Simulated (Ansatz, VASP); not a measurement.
# Te in VASP and in Ansatz

Contents of INCAR:

```
SYSTEM = Te
PREC     = Accurate       ! precision mode
ENCUT    = 520            ! plane-wave cutoff, eV
EDIFF    = 1E-6           ! SCF threshold, eV
ISMEAR   = -1             ! smearing method
SIGMA    = 0.05           ! smearing width, eV
LREAL    = .False.        ! projectors in reciprocal space
LASPH    = .True.         ! aspherical terms in the spheres
NELM     = 60             ! most SCF steps
ALGO     = Normal         ! electronic algorithm
ISIF     = 2              ! what is computed and relaxed
LWAVE    = .False.        ! write WAVECAR
LCHARG   = .False.        ! write CHGCAR
GGA      = CA             ! functional
NBANDS   = 9              ! bands
```

The input KPOINTS:

```
Automatic mesh
0
Gamma
  9 9 9
  0 0 0
```

Contents of POSCAR:

```
Te
1.0
    2.3059043427      1.3313144930      1.6909537039
   -2.3059043427      1.3313144930      1.6909537039
    0.0000000000     -2.6626289860      1.6909537039
Te
1
Direct
    0.5000000000      0.5000000000      0.5000000000
```

File input.yaml:

```yaml
crystal:
  lattice:
    - [2.3059043427, 1.331314493, 1.6909537039]
    - [-2.3059043427, 1.331314493, 1.6909537039]
    - [0.0, -2.662628986, 1.6909537039]
  atoms:
    - { symbol: Te, position: [0.5, 0.5, 0.5] }
kpoints:
  mp_grid: { grid: [9, 9, 9] }
  band_path:
    path:
      - [0.0, 0.0, 0.0]
      - [0.4677709699, -0.5322290301, 0.4677709699]
      - [0.5, -0.5, 0.5]
      - [0.4355419398, 0.4355419398, 0.4355419398]
      - [0.0, 0.0, 0.0]
      - [0.5, -0.5, 0.0]
      - [0.5322290301, -0.4677709699, -0.4677709699]
      - [0.5644580602, -0.4355419398, -0.4355419398]
    npoints: 12
scf:
  occupations: { method: fermi_dirac, width: 0.05 }
hamiltonian:
  xc: lda
  pseudopotentials: { kind: all_electron, lapw: { basis_error: 0.001 } }
output:
  forces: true
  stress: true
  eigenvalues: true
```

Alike in both runs: functional LDA; k mesh 9 × 9 × 9; occupations fermi-dirac, width 0.05 eV; no spin polarisation.

|  | VASP | Ansatz |
| --- | --- | --- |
| version | VASP 6.6.1 | Ansatz 0.2.0 |
| potentials or method | VASP PAW LDA potentials, release 64 (Te), cutoff 520 eV | all-electron LAPW, scalar-relativistic |
| task | single point | band structure |

|  | VASP | Ansatz | Ansatz less VASP |
| --- | --- | --- | --- |
| gap on the k mesh at the Fermi level (eV) | none | none | - |
| pressure (GPa) | -1.0 | -1.1 | -0.05 |
| traceless stress, the component that is largest in VASP (GPa) | 0.24 | 0.27 | +0.031 |

LDA's correlation is that of Perdew and Zunger in VASP and of Perdew and Wang (1992) in Ansatz. A gap of «none» marks a metal or a gap that the smearing closes. Ansatz ran all-electron here, and VASP with PAW potentials.

Neither program's run includes spin-orbit coupling.
